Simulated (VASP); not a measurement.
# Si2Ni (I4/mmm) in VASP: notebook

The runs below take Si2Ni through single point, with PBEsol.

Everything below comes from runs of VASP 6.6.1. Logs are shortened: lines on timing, memory, paths and dates and some standing lists are left out, and cuts for length are marked.

## Step 1: The cell of the first run

It takes space group I4/mmm (No. 139, tetragonal). Conventional cell: a = 3.965 Å, b = 3.965 Å, c = 5.262 Å, α = 90.00°, β = 90.00°, γ = 90.00°. Si (site symmetry -4m2) has 4 Ni at 2.38 Å and 6 Si at 2.63 to 2.80 Å within 3.1 Å. Ni (site symmetry 4/mmm) has 8 Si at 2.38 Å within 3.1 Å.

## Step 2: Single point, PBEsol (biaxial strain in the a-b plane: +4.0 %)

The input, INCAR:

```
SYSTEM = Si2Ni
ALGO = Normal
EDIFF = 1E-6
ENCUT = 520
GGA = PS
ISIF = 2
ISMEAR = 0
LASPH = .TRUE.
LCHARG = .FALSE.
LREAL = .FALSE.
LWAVE = .FALSE.
NBANDS = 27
NELM = 100
PREC = Accurate
SIGMA = 0.1
```

The input, KPOINTS:

```
k-points
0
G
  10 10 8
  0 0 0
```

The input, POSCAR:

```
Si2Ni
1.0
    2.8035224017      2.8035224017      0.0000000000
   -2.8035224017      2.8035224017      0.0000000000
    0.0000000000      0.0000000000      5.2619958925
Si Ni
4 2
Direct
    0.0000000000      0.5000000000      0.7500000000
    0.5000000000      0.0000000000      0.7500000000
    0.5000000000      0.0000000000      0.2500000000
    0.0000000000      0.5000000000      0.2500000000
    0.0000000000      0.0000000000      0.0000000000
    0.5000000000      0.5000000000      0.5000000000
```

Potentials or basis: VASP PAW PBE potentials, release 64 (Si, Ni).

On the command line:

```
$ cat potpaw_PBE.64/Si/POTCAR potpaw_PBE.64/Ni/POTCAR > POTCAR
$ mpirun -np 1 vasp_std > vasp.out
```

OUTCAR:

```text
SYSTEM = Si2Ni
   EDIFF = 1E-6
   ENCUT = 520
   GGA = PS
   ISIF = 2
   ISMEAR = 0
   LASPH = .TRUE.
   LREAL = .FALSE.
   NELM = 100
   PREC = Accurate

 ion  position               nearest neighbor table
   1  0.000  0.500  0.750-   5 2.38   6 2.38   5 2.38   6 2.38   4 2.63   4 2.63   2 2.80   2 2.80
                             2 2.80   2 2.80
   2  0.500  0.000  0.750-   5 2.38   6 2.38   6 2.38   5 2.38   3 2.63   3 2.63   1 2.80   1 2.80
                             1 2.80   1 2.80
   3  0.500  0.000  0.250-   5 2.38   6 2.38   6 2.38   5 2.38   2 2.63   2 2.63   4 2.80   4 2.80
                             4 2.80   4 2.80
   4  0.000  0.500  0.250-   5 2.38   6 2.38   5 2.38   6 2.38   1 2.63   1 2.63   3 2.80   3 2.80
                             3 2.80   3 2.80
   5  0.000  0.000  0.000-   1 2.38   2 2.38   3 2.38   4 2.38   1 2.38   4 2.38   2 2.38   3 2.38

   6  0.500  0.500  0.500-   1 2.38   2 2.38   3 2.38   4 2.38   2 2.38   3 2.38   1 2.38   4 2.38

  LATTYP: Found a simple tetragonal cell.
 ALAT       =     3.9647794029
 C/A-ratio  =     1.3271850355

  Lattice vectors:

 A1 = (   2.8035224017,   2.8035224017,   0.0000000000)
 A2 = (  -2.8035224017,   2.8035224017,   0.0000000000)
 A3 = (   0.0000000000,   0.0000000000,   5.2619958925)

Analysis of symmetry for initial positions (statically):
=====================================================================
 Subroutine PRICEL returns following result:

  LATTYP: Found a body centered tetragonal cell.
 ALAT       =     3.9647794029
 C/A-ratio  =     1.3271850355

  Lattice vectors:

 A1 = (   0.0000000000,  -2.8035224017,  -2.6309979462)
 A2 = (   0.0000000000,   2.8035224017,  -2.6309979463)
 A3 = (   2.8035224017,   0.0000000000,   2.6309979462)

   2 primitive cells build up your supercell.

 Routine SETGRP: Setting up the symmetry group for a
 simple tetragonal supercell.

 Subroutine GETGRP returns: Found 16 space group operations
 (whereof 16 operations were pure point group operations)
 out of a pool of 16 trial point group operations.

The static configuration has the point symmetry D_4h.

Analysis of symmetry for dynamics (positions and initial velocities):
=====================================================================
 Subroutine PRICEL returns following result:

  LATTYP: Found a body centered tetragonal cell.
 ALAT       =     3.9647794029
 C/A-ratio  =     1.3271850355

  Lattice vectors:

 A1 = (   0.0000000000,  -2.8035224017,  -2.6309979462)
 A2 = (   0.0000000000,   2.8035224017,  -2.6309979463)
 A3 = (   2.8035224017,   0.0000000000,   2.6309979462)

   2 primitive cells build up your supercell.

 Routine SETGRP: Setting up the symmetry group for a
 simple tetragonal supercell.

 Subroutine GETGRP returns: Found 16 space group operations
 (whereof 16 operations were pure point group operations)
 out of a pool of 16 trial point group operations.

The dynamic configuration has the point symmetry D_4h.

 Subroutine INISYM returns: Found 16 space group operations
 (whereof 16 operations are pure point group operations),
 and found     2 'primitive' translations

----------------------------------------------------------------------------------------

                                     Primitive cell

  volume of cell :      41.3579

  direct lattice vectors                    reciprocal lattice vectors
     0.000000000 -2.803522402 -2.630997946     0.178347068 -0.178347068 -0.190041958
     0.000000000  2.803522402 -2.630997946     0.178347068  0.178347068 -0.190041958
     2.803522402  0.000000000  2.630997946     0.356694136  0.000000000  0.000000000

  length of vectors
     3.844722103  3.844722103  3.844722103     0.315802626  0.315802626  0.356694136

  position of ions in fractional coordinates (direct lattice)
     0.750000000  0.250000000  0.500000000
     0.250000000  0.750000000  0.500000000
     0.000000000  0.000000000  0.000000000

  ion indices of the primitive-cell ions
   primitive index   ion index
                 1           1
                 2           4
                 3           5

----------------------------------------------------------------------------------------

 KPOINTS: k-points

Automatic generation of k-mesh.
 Grid dimensions read from file:
 generate k-points for:   10   10    8

 Generating k-lattice:

  Cartesian coordinates                     Fractional coordinates (reciprocal lattice)
     0.017834707  0.017834707  0.000000000     0.100000000  0.000000000  0.000000000
    -0.017834707  0.017834707  0.000000000     0.000000000  0.100000000  0.000000000
     0.000000000  0.000000000  0.023755245     0.000000000  0.000000000  0.125000000

  Length of vectors
     0.025222084  0.025222084  0.023755245

  Shift w.r.t. Gamma in fractional coordinates (k-lattice)
     0.000000000  0.000000000  0.000000000

 Subroutine IBZKPT returns following result:
 ===========================================

 Found    105 irreducible k-points:

 Following reciprocal coordinates:
            Coordinates               Weight
  0.000000  0.000000  0.000000      1.000000
  0.100000  0.000000  0.000000      4.000000
  0.200000  0.000000  0.000000      4.000000
  0.300000  0.000000  0.000000      4.000000
  0.400000  0.000000  0.000000      4.000000
  0.500000  0.000000  0.000000      2.000000
[... 16 lines left out ...]
  0.100000  0.000000  0.125000      8.000000
  0.200000  0.000000  0.125000      8.000000
 [... further k-points ...]
   k-points           NKPTS =    105   k-points in BZ     NKDIM =    105   number of bands    NBANDS=     27
   number of dos      NEDOS =    301   number of ions     NIONS =      6
   total plane-waves  NPLWV =  36000
   dimension x,y,z NGX =    30 NGY =   30 NGZ =   40
   dimension x,y,z NGXF=    60 NGYF=   60 NGZF=   80
   ions per type =               4   2
   NGX,Y,Z   is equivalent  to a cutoff of  12.58, 12.58, 12.64 a.u.
   NGXF,Y,Z  is equivalent  to a cutoff of  25.16, 25.16, 25.27 a.u.
 SYSTEM =  Si2Ni
   PREC   = accura    normal or accurate (medium, high low for compatibility)
   ISTART =      0    job   : 0-new  1-cont  2-samecut
   ICHARG =      2    charge: 1-file 2-atom 10-const
   ISPIN  =      1    spin polarized calculation?
   LNONCOLLINEAR =      F non collinear calculations
   LSORBIT =      F    spin-orbit coupling
   LASPH  =      T    aspherical Exc in radial PAW
   ENCUT  =  520.0 eV  38.22 Ry    6.18 a.u.   7.37  7.37  9.78*2*pi/ulx,y,z
   NELM   =    100;   NELMIN=  2; NELMDL= -5     # of ELM steps
   EDIFF  = 0.1E-05   stopping-criterion for ELM
   LREAL  =      F    real-space projection
   EDIFFG = 0.1E-04   stopping-criterion for IOM
   NSW    =      0    number of steps for IOM
   IBRION =     -1    ionic relax: 0-MD 1-quasi-New 2-CG
   NFREE  =      0    steps in history (QN), initial steepest desc. (CG)
   ISIF   =      2    stress and relaxation
   ISYM   =      2    0-nonsym 1-usesym 2-fastsym
   POTIM  = 0.5000    time-step for ionic-motion
   TEBEG  =    0.0;   TEEND  =   0.0 temperature during run
   PSTRESS=    0.0 pullay stress
   NELECT =      36.0000    total number of electrons
   NUPDOWN=      -1.0000    fix difference up-down
   EMIN   =  10.00;   EMAX   =-10.00  energy-range for DOS
   EFERMI =   0.00;   METHOD = LEGACY
   ISMEAR =     0;   SIGMA  =   0.10  broadening in eV -4-tet -1-fermi 0-gaus
   EFERMI_NEDOS =   21; number of points for ismear=-14 and -15
   IALGO  =     38    algorithm
   IMIX   =      4    mixing-type and parameters
     AMIX     =   0.40;   BMIX     =  1.00
     AMIX_MAG =   1.60;   BMIX_MAG =  1.00
  volume/ion in A,a.u.               =      13.79        93.03
  Fermi-wavevector in a.u.,A,eV,Ry     =   1.240641  2.344472 20.941954  1.539190
  Thomas-Fermi vector in A             =   2.375073
   LORBIT       =      0    0 simple, 1 ext, 2 COOP (PROOUT), +10 PAW based schemes
   GGA     = PS    functional components
   LHFCALC =     F    Hartree Fock is set to
   AEXX    =    0.0000 exact exchange contribution
   IVDW    =     0    specifies the selected vdW correction
   LEPSILON=     F    determine dielectric tensor
   LRPA    =     F    only Hartree local field effects (RPA)
 non-spin polarized calculation
 Gauss-broadening in eV      SIGMA  =   0.10
  energy-cutoff  :      520.00
  volume of cell :       82.72
 maximum number of plane-waves:      2276
 NGX is ok and might be reduce to    30
   NGX = 15   NGY = 15   NGZ = 19

 number of electron      35.9999964 magnetization

 Free energy of the ion-electron system (eV)
  ---------------------------------------------------
  ext. energy  EPLUGINS =         0.00000000
  ---------------------------------------------------
  free energy    TOTEN  =       -37.82269468 eV

  energy without entropy =      -37.81232664  energy(sigma->0) =      -37.81751066

 E-fermi :   9.6098     XC(G=0): -11.4913

 val. band max:        9.5998695330   @ k =   0.2000   0.0000   0.1250
 cond. band min:       9.6205836520   @ k =   0.4000   0.3000   0.1250
 fundamental gap:      0.0207141189
 Fermi energy:         9.6097946395

 k-point     1 :       0.0000    0.0000    0.0000
  band No.  band energies     occupation
      1      -3.7444      2.00000
      2       0.7088      2.00000
      3       2.0249      2.00000
      4       2.1214      2.00000
      5       4.6297      2.00000
      6       4.8608      2.00000
[... 19 lines left out ...]
     26      13.6876      0.00000
     27      15.7369      0.00000

 k-point     2 :       0.1000    0.0000    0.0000
  band No.  band energies     occupation
      1      -3.6534      2.00000
      2       0.7787      2.00000
      3       1.8811      2.00000
      4       2.1180      2.00000
      5       4.6344      2.00000
      6       4.6880      2.00000
[... 652 lines left out ...]
 k-point    24 :       0.2000    0.0000    0.1250
  band No.  band energies     occupation
      1      -3.3008      2.00000
      2       0.3547      2.00000
      3       1.2997      2.00000
      4       3.0715      2.00000
      5       3.9088      2.00000
      6       4.8067      2.00000
[... 19 lines left out ...]
     26      14.7146      0.00000
     27      14.7576      0.00000

 [... further k-points ...]

------------------------ aborting loop because EDIFF is reached ----------------------------------------

  FORCE on cell =-STRESS in cart. coord.  units (eV):
  Direction    XX          YY          ZZ          XY          YZ          ZX
  --------------------------------------------------------------------------------------
  -------------------------------------------------------------------------------------
  Total       -4.6024751     -4.6024751     -2.6066627      0.0000000      0.0000000     -0.0000000
  in kB      -89.1483823    -89.1483823    -50.4901737      0.0000000      0.0000000     -0.0000000
  external PRESSURE =     -76.2623128 kB  Pullay stress =       0.0000000 kB

 VOLUME and BASIS-vectors are now :
 -----------------------------------------------------------------------------
  energy-cutoff  :      520.00
  volume of cell :       82.72
      direct lattice vectors                 reciprocal lattice vectors
     2.803522402  2.803522402  0.000000000     0.178347068  0.178347068  0.000000000
    -2.803522402  2.803522402  0.000000000    -0.178347068  0.178347068  0.000000000
     0.000000000  0.000000000  5.261995892     0.000000000  0.000000000  0.190041958

 POSITION                                       TOTAL-FORCE (eV/Angst)
 -----------------------------------------------------------------------------------
     -1.40176      1.40176      3.94650        -0.000000      0.000000     -0.000000
      1.40176      1.40176      3.94650         0.000000     -0.000000     -0.000000
      1.40176      1.40176      1.31550         0.000000     -0.000000     -0.000000
     -1.40176      1.40176      1.31550         0.000000      0.000000     -0.000000
      0.00000      0.00000      0.00000         0.000000     -0.000000     -0.000000
      0.00000      2.80352      2.63100        -0.000000      0.000000      0.000000
 -----------------------------------------------------------------------------------
    total drift:                               -0.000000      0.000000      0.000000

  FREE ENERGIE OF THE ION-ELECTRON SYSTEM (eV)
  ---------------------------------------------------
  free  energy   TOTEN  =       -37.8226946839 eV

  energy  without entropy=      -37.8123266430  energy(sigma->0) =      -37.81751066
```

Run time: 1.7 min. Hardware: 1 thread of AMD EPYC 9R45 (Zen 5), shared host; peak memory 0.29 GiB.

Results:

```
Free energy            : -37.8227 eV
Pressure               : -7.6 GPa
Band gap on the k mesh : zero (bands 18 and 19 overlap by 1.86 eV)
```

Caveat: the cell differs from its parent crystal (biaxial strain in the a-b plane: +4.0 %); the cell stands under tension; the PAW data sets were made with another functional, which shifts forces and pressure a little. Spin polarisation is off, so any magnetic state and its effect on volume and gap are missing.

(Part 1 of 2 ends here.)
